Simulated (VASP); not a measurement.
Write the native input for VASP 6.6.1 that does the following.

```yaml
Task: single point
Functional: r2SCAN
Potentials_or_basis: VASP PAW PBE potentials, release 64 (Zn, S)
Cutoff: 520 eV
k_mesh: 6 × 6 × 6
Occupations: gaussian, width 0.05 eV
Spin: no spin polarisation
Dipole_correction: no
Further_INCAR_settings: ALGO = Normal; EDIFF = 1e-07; NBANDS = 16
```

The system is ZnS.

```
Zn S
1.0
     0.00000    2.62091    2.62091
     2.62091    0.00000    2.62091
     2.62091    2.62091    0.00000
Zn S
1 1
Direct
  0.25000 0.25000 0.25000
  0.00000 0.00000 0.00000
```

One way to write it, as run:

POSCAR

```
ZnS
1.0
    0.0000000000      2.6209069259      2.6209069259
    2.6209069259      0.0000000000      2.6209069259
    2.6209069259      2.6209069259      0.0000000000
Zn S
1 1
Direct
    0.2500000000      0.2500000000      0.2500000000
    0.0000000000      0.0000000000      0.0000000000
```

INCAR.step1

```
  PREC = Accurate
  ENCUT = 520
  ISMEAR = 0
  SIGMA = 0.05
  LREAL = F
  LASPH = T
  NELM = 100
  NBANDS = 16
  GGA = PE
  ALGO = Normal
  EDIFF = 1E-4
  LWAVE = T
  LCHARG = F
```

INCAR.step2

```
  PREC = Accurate
  ENCUT = 520
  EDIFF = 1E-7
  ISMEAR = 0
  SIGMA = 0.05
  LREAL = F
  LASPH = T
  NELM = 100
  ALGO = Normal
  ISIF = 2
  LWAVE = F
  LCHARG = F
  METAGGA = R2SCAN
  LMIXTAU = T
  NBANDS = 16
  ISTART = 1
```

KPOINTS

```
Automatic mesh
0
Gamma
  6 6 6
```

Potentials or basis: VASP PAW PBE potentials, release 64 (Zn, S).

The run is started by

```console
$ cat potpaw_PBE.64/Zn/POTCAR potpaw_PBE.64/S/POTCAR > POTCAR
$ cp INCAR.step1 INCAR
$ mpirun -np 1 vasp_std > vasp.out
$ cp INCAR.step2 INCAR
$ mpirun -np 1 vasp_std > vasp.out
```

Results of the run:

The pressure is 7.9 GPa and the band gap on the k mesh is 3.11 eV.

Caveat: the cell stands under pressure; the PAW data sets were made with another functional, which shifts forces and pressure a little.

It took 49 s on 1 thread of Intel(R) Xeon(R) Platinum 8259CL CPU @ 2.50GHz (Skylake/Cascade Lake) (shared host), peak memory 0.16 GiB.
